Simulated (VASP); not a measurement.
# BaTiO3 in VASP: single point with r2SCAN+rVV10

Aim: the single point of BaTiO3 with r2SCAN+rVV10.

All numbers are computed with VASP 6.6.1; they aren't measurements. Logs are shortened: lines on timing, memory, paths and dates and some standing lists are left out, and cuts for length are marked.

### 1 The cell of the first run

The typed cell holds 10 atoms: a = 5.655 Å, b = 5.670 Å, c = 5.656 Å, α = 60.09°, β = 60.00°, γ = 60.09°.

### 2 Single point, r2SCAN+rVV10

File POSCAR:

```
BaTiO3
1.0
    2.8276411604     -4.8977331766      0.0000696163
    5.6702867028      0.0086627840     -0.0059124098
    2.8277964446     -1.6325539582      4.6176897673
Ba Ti O
2 2 6
Direct
    1.0050947559      0.9932646259      0.9965564083
    0.5050968149      0.4932645974      0.4965569445
    0.7611910123      0.7250209617      0.7526262035
    0.2611906154      0.2250210018      0.2526252377
   -0.0044728219      0.5141214275      0.9870197493
    0.4955284443      0.0141224407      0.4870181668
    0.5033115886      0.5141189321     -0.0129737881
    1.0033124251      0.0141187735      0.4870256270
    0.4955233518      1.0141238723     -0.0051774081
    0.9955238137      0.5141233670      0.4948228491
```

File INCAR.step1:

```
ALGO = Normal
EDIFF = 1E-4
ENCUT = 520
GGA = PE
ISMEAR = -1
KPAR = 4
LASPH = T
LCHARG = F
LREAL = F
LWAVE = T
NBANDS = 51
NELM = 60
PREC = Accurate
SIGMA = 0.05
```

File INCAR.step2:

```
ALGO = Normal
BPARAM = 11.95
CPARAM = 0.0093
EDIFF = 1E-7
ENCUT = 520
ISIF = 2
ISMEAR = -1
ISTART = 1
IVDW_NL = 2
KPAR = 4
LASPH = T
LCHARG = F
LMIXTAU = T
LREAL = F
LUSE_VDW = T
LWAVE = F
METAGGA = R2SCAN
NBANDS = 51
NELM = 60
PREC = Accurate
SIGMA = 0.05
```

File KPOINTS:

```
k-points
0
Gamma
  6 6 6
```

Potentials or basis: VASP PAW PBE potentials, release 64 (Ba_sv, Ti_sv, O).

Launch:

```
> cat potpaw_PBE.64/Ba_sv/POTCAR potpaw_PBE.64/Ti_sv/POTCAR potpaw_PBE.64/O/POTCAR > POTCAR
> cp INCAR.step1 INCAR
> mpirun -np 4 vasp_std > vasp.out
> cp INCAR.step2 INCAR
> mpirun -np 4 vasp_std > vasp.out
```

OUTCAR:

```text
BPARAM = 11.95
   EDIFF = 1E-7
   ENCUT = 520
   ISIF = 2
   ISMEAR = -1
   ISTART = 1
   IVDW_NL = 2
   LASPH = T
   LREAL = F
   METAGGA = R2SCAN
   NELM = 60
   PREC = Accurate

 ion  position               nearest neighbor table
   1  0.005  0.993  0.997-   7 2.77  10 2.77   5 2.77   6 2.83   9 2.83   8 2.83   9 2.83   8 2.83
                             6 2.83  10 2.90   5 2.90   7 2.90   3 3.39   4 3.44   4 3.44   4 3.44
   2  0.505  0.493  0.497-   8 2.77   9 2.77   6 2.77   5 2.83  10 2.83   7 2.83  10 2.83   7 2.83
                             5 2.83   9 2.90   6 2.90   8 2.90   4 3.39   3 3.44   3 3.44   3 3.44
   3  0.761  0.725  0.753-  10 1.88   5 1.88   7 1.88   8 2.13   6 2.13   9 2.13   1 3.39   2 3.44
                             2 3.44   2 3.44   1 3.49   1 3.49   1 3.49   2 3.56
   4  0.261  0.225  0.253-   9 1.88   6 1.88   8 1.88   7 2.13   5 2.13  10 2.13   2 3.39   1 3.44
                             1 3.44   1 3.44   2 3.49   2 3.49   2 3.49   1 3.56
   5  0.996  0.514  0.987-   3 1.88   4 2.13   1 2.77   2 2.83   2 2.83   1 2.90
   6  0.496  0.014  0.487-   4 1.88   3 2.13   2 2.77   1 2.83   1 2.83   2 2.90
   7  0.503  0.514  0.987-   3 1.88   4 2.13   1 2.77   2 2.83   2 2.83   1 2.90
   8  0.003  0.014  0.487-   4 1.88   3 2.13   2 2.77   1 2.83   1 2.83   2 2.90
   9  0.496  0.014  0.995-   4 1.88   3 2.13   2 2.77   1 2.83   1 2.83   2 2.90
  10  0.996  0.514  0.495-   3 1.88   4 2.13   1 2.77   2 2.83   2 2.83   1 2.90
[... 9 lines left out ...]
 A1 = (  -2.8276411604,   4.8977331766,  -0.0000696163)
 A2 = (   0.0001552842,   3.2651792184,   4.6176201510)
 A3 = (   8.4976172948, -11.4194288294,  -9.2410830955)

Analysis of symmetry for initial positions (statically):
=====================================================================
 Subroutine PRICEL returns following result:

  LATTYP: Found a base centered monoclinic cell.
 ALAT       =     9.7954262123
 B/A-ratio  =     0.5773616932
 C/A-ratio  =     0.7074281034
 COS(beta)  =    -0.9423969381

  Lattice vectors:

 A1 = (   2.8276555139,  -4.8977550967,   0.0000745689)
 A2 = (  -0.0001409307,  -3.2652011385,  -4.6176151984)
 A3 = (   0.0075583028,   6.5346870580,   2.3057768253)

   2 primitive cells build up your supercell.

 Routine SETGRP: Setting up the symmetry group for a
 base centered monoclinic supercell.

 Subroutine GETGRP returns: Found  1 space group operations
 (whereof  1 operations were pure point group operations)
 out of a pool of  4 trial point group operations.

The static configuration has the point symmetry C_1 .

Analysis of symmetry for dynamics (positions and initial velocities):
=====================================================================
 Subroutine PRICEL returns following result:

  LATTYP: Found a base centered monoclinic cell.
 ALAT       =     9.7954262123
 B/A-ratio  =     0.5773616932
 C/A-ratio  =     0.7074281034
 COS(beta)  =    -0.9423969381

  Lattice vectors:

 A1 = (   2.8276555139,  -4.8977550967,   0.0000745689)
 A2 = (  -0.0001409307,  -3.2652011385,  -4.6176151984)
 A3 = (   0.0075583028,   6.5346870580,   2.3057768253)

   2 primitive cells build up your supercell.

 Routine SETGRP: Setting up the symmetry group for a
 base centered monoclinic supercell.

 Subroutine GETGRP returns: Found  1 space group operations
 (whereof  1 operations were pure point group operations)
 out of a pool of  4 trial point group operations.

The dynamic configuration has the point symmetry C_1 .

 Subroutine INISYM returns: Found  1 space group operations
 (whereof  1 operations are pure point group operations),
 and found     2 'primitive' translations

----------------------------------------------------------------------------------------

                                     Primitive cell

  volume of cell :      64.2040

  direct lattice vectors                    reciprocal lattice vectors
     2.827655514 -4.897755097  0.000074569     0.352717060 -0.000538539  0.000370046
    -0.000140931 -3.265201139 -4.617615198     0.175902093  0.101550406 -0.288375543
     0.007558303  6.534687058  2.305776825     0.352255199  0.203367790 -0.143815878

  length of vectors
     5.655408093  5.655431780  6.929559787     0.352717665  0.352724375  0.431422287

  position of ions in fractional coordinates (direct lattice)
     0.988180390  0.996708223  0.986529252
     0.963856531  0.972396059  0.450042033
     0.010784729  0.527102803  0.028242968
     0.518575582  0.527093150  0.028237547
     0.518591173  0.019301840  0.028247801

  ion indices of the primitive-cell ions
   primitive index   ion index
                 1           1
                 2           4
                 3           5
                 4           8
                 5           9

----------------------------------------------------------------------------------------

 KPOINTS: k-points

Automatic generation of k-mesh.
 Grid dimensions read from file:
 generate k-points for:    6    6    6

 Generating k-lattice:

  Cartesian coordinates                     Fractional coordinates (reciprocal lattice)
     0.000039392 -0.034006777 -0.012046996     0.166666667 -0.000000000  0.000000000
     0.029354600  0.016947318 -0.011984656    -0.000000000  0.166666667  0.000000000
     0.000037585  0.000022212  0.036077921    -0.000000000  0.000000000  0.166666667

  Length of vectors
     0.036077590  0.035951858  0.036077948

  Shift w.r.t. Gamma in fractional coordinates (k-lattice)
     0.000000000  0.000000000  0.000000000

 Subroutine IBZKPT returns following result:
 ===========================================

 Found    112 irreducible k-points:

 Following reciprocal coordinates:
            Coordinates               Weight
  0.000000  0.000000  0.000000      1.000000
  0.166667  0.000000 -0.000000      2.000000
  0.333333 -0.000000  0.000000      2.000000
  0.500000  0.000000  0.000000      1.000000
  0.000000  0.166667 -0.000000      2.000000
  0.166667  0.166667  0.000000      2.000000
[... 16 lines left out ...]
  0.333333  0.000000  0.166667      2.000000
  0.500000 -0.000000  0.166667      2.000000
 [... further k-points ...]
   k-points           NKPTS =    112   k-points in BZ     NKDIM =    112   number of bands    NBANDS=     51
   number of dos      NEDOS =    301   number of ions     NIONS =     10
   total plane-waves  NPLWV =  74088
   dimension x,y,z NGX =    42 NGY =   42 NGZ =   42
   dimension x,y,z NGXF=    84 NGYF=   84 NGZF=   84
   ions per type =               2   2   6
   NGX,Y,Z   is equivalent  to a cutoff of  12.35, 12.31, 12.35 a.u.
   NGXF,Y,Z  is equivalent  to a cutoff of  24.69, 24.63, 24.69 a.u.
 SYSTEM =  unknown system
   PREC   = accura    normal or accurate (medium, high low for compatibility)
   ISTART =      1    job   : 0-new  1-cont  2-samecut
   ICHARG =      0    charge: 1-file 2-atom 10-const
   ISPIN  =      1    spin polarized calculation?
   LNONCOLLINEAR =      F non collinear calculations
   LSORBIT =      F    spin-orbit coupling
   LASPH  =      T    aspherical Exc in radial PAW
   ENCUT  =  520.0 eV  38.22 Ry    6.18 a.u.  10.52 10.54 10.52*2*pi/ulx,y,z
   NELM   =     60;   NELMIN=  2; NELMDL=  0     # of ELM steps
   EDIFF  = 0.1E-06   stopping-criterion for ELM
   LREAL  =      F    real-space projection
   EDIFFG = 0.1E-05   stopping-criterion for IOM
   NSW    =      0    number of steps for IOM
   IBRION =     -1    ionic relax: 0-MD 1-quasi-New 2-CG
   NFREE  =      0    steps in history (QN), initial steepest desc. (CG)
   ISIF   =      2    stress and relaxation
   ISYM   =      2    0-nonsym 1-usesym 2-fastsym
   POTIM  = 0.5000    time-step for ionic-motion
   TEBEG  =    0.0;   TEEND  =   0.0 temperature during run
   PSTRESS=    0.0 pullay stress
   NELECT =      80.0000    total number of electrons
   NUPDOWN=      -1.0000    fix difference up-down
   EMIN   =  10.00;   EMAX   =-10.00  energy-range for DOS
   EFERMI =   0.00;   METHOD = LEGACY
   ISMEAR =    -1;   SIGMA  =   0.05  broadening in eV -4-tet -1-fermi 0-gaus
   EFERMI_NEDOS =   21; number of points for ismear=-14 and -15
   IALGO  =     38    algorithm
   IMIX   =      4    mixing-type and parameters
     AMIX     =   0.40;   BMIX     =  1.00
     AMIX_MAG =   1.60;   BMIX_MAG =  1.00
  volume/ion in A,a.u.               =      12.84        86.65
  Fermi-wavevector in a.u.,A,eV,Ry     =   1.398218  2.642248 26.599556  1.955012
  Thomas-Fermi vector in A             =   2.521397
   LORBIT       =      0    0 simple, 1 ext, 2 COOP (PROOUT), +10 PAW based schemes
   METAGGA = R2SCAN    functional components
   LHFCALC =     F    Hartree Fock is set to
   AEXX    =    0.0000 exact exchange contribution
   IVDW_NL    =     2    kernel type
   BPARAM     =11.9500
   IVDW    =     0    specifies the selected vdW correction
   LEPSILON=     F    determine dielectric tensor
   LRPA    =     F    only Hartree local field effects (RPA)
 non-spin polarized calculation
  energy-cutoff  :      520.00
  volume of cell :      128.41
 maximum number of plane-waves:      3482
   NGX = 21   NGY = 21   NGZ = 21

 number of electron      79.9999993 magnetization

 Free energy of the ion-electron system (eV)
  ---------------------------------------------------
  ext. energy  EPLUGINS =         0.00000000
  ---------------------------------------------------
  free energy    TOTEN  =      -146.69186293 eV

  energy without entropy =     -146.69186293  energy(sigma->0) =     -146.69186293

 E-fermi :   4.5009     XC(G=0): -11.9461

 val. band max:        3.4533463011   @ k =   0.0000   0.0000   0.0000
 cond. band min:       6.1715296681   @ k =   0.0000   0.0000   0.0000
 fundamental gap:      2.7181833670
 Fermi energy:         4.5009422850

 k-point     1 :       0.0000    0.0000    0.0000
  band No.  band energies     occupation
      1     -55.0758      2.00000
      2     -55.0723      2.00000
      3     -30.3302      2.00000
      4     -30.3301      2.00000
      5     -30.3270      2.00000
      6     -30.2772      2.00000
[... 1285 lines left out ...]
     50      10.8756      0.00000
     51      11.1452      0.00000

 [... further k-points ...]

------------------------ aborting loop because EDIFF is reached ----------------------------------------

  FORCE on cell =-STRESS in cart. coord.  units (eV):
  Direction    XX          YY          ZZ          XY          YZ          ZX
  --------------------------------------------------------------------------------------
  -------------------------------------------------------------------------------------
  Total        1.7503483      1.7946029      1.8054990     -0.0384905      0.0151455      0.0269750
  in kB       21.8396048     22.3917823     22.5277362     -0.4802571      0.1889750      0.3365746
  external PRESSURE =      22.2530411 kB  Pullay stress =       0.0000000 kB

 VOLUME and BASIS-vectors are now :
 -----------------------------------------------------------------------------
  energy-cutoff  :      520.00
  volume of cell :      128.41
      direct lattice vectors                 reciprocal lattice vectors
     2.827641160 -4.897733177  0.000069616     0.000236355 -0.204040659 -0.072281978
     5.670286703  0.008662784 -0.005912410     0.176127599  0.101683907 -0.071907935
     2.827796445 -1.632553958  4.617689767     0.000225507  0.000133270  0.216467527

 POSITION                                       TOTAL-FORCE (eV/Angst)
 -----------------------------------------------------------------------------------
      8.46456     -1.64328      4.59592         0.021747      0.012614     -0.009085
      5.62935     -3.28021      2.29006         0.021747      0.012614     -0.009085
      8.39173     -4.95053      3.47116         0.131162      0.076009     -0.053421
      2.72886     -1.68972      1.16523         0.131162      0.076009     -0.053421
      8.52130     -6.48274      4.55478        -0.011958     -0.074783      0.052693
      2.85844     -3.22193      2.24885        -0.011958     -0.074783      0.052693
      7.12950     -4.07201      4.55478        -0.070531      0.026866      0.052606
      1.46663     -0.81120      2.24885        -0.070531      0.026866      0.052606
      4.29440     -4.05092      4.59373        -0.070420     -0.040705     -0.042793
      7.12947     -5.67918      2.28197        -0.070420     -0.040705     -0.042793
 -----------------------------------------------------------------------------------
    total drift:                                0.002679      0.001573     -0.000254

  FREE ENERGIE OF THE ION-ELECTRON SYSTEM (eV)
  ---------------------------------------------------
  free  energy   TOTEN  =      -146.6918629300 eV

  energy  without entropy=     -146.6918629299  energy(sigma->0) =     -146.69186293
```

Wall time 20 min (4 MPI ranks of Oxide Virtual Turin-like, shared host); peak memory 0.95 GiB.

Results:

```yaml
Free_energy: -146.6919 eV
Pressure: 2.2 GPa
Largest_force: 0.161 eV/Å
Band_gap_on_the_k_mesh: 2.72 eV
```

Forces on the atoms (eV/Å):
```
Ba   0.022  0.013 -0.009
Ba   0.022  0.013 -0.009
Ti   0.131  0.076 -0.053
Ti   0.131  0.076 -0.053
O   -0.012 -0.075  0.053
O   -0.012 -0.075  0.053
O   -0.071  0.027  0.053
O   -0.071  0.027  0.053
O   -0.070 -0.041 -0.043
O   -0.070 -0.041 -0.043
```

Caveat: the PAW data sets were made with another functional, which shifts forces and pressure a little; spin-orbit coupling is left out, which moves the levels of the heavy elements. A k mesh can miss the band edges.
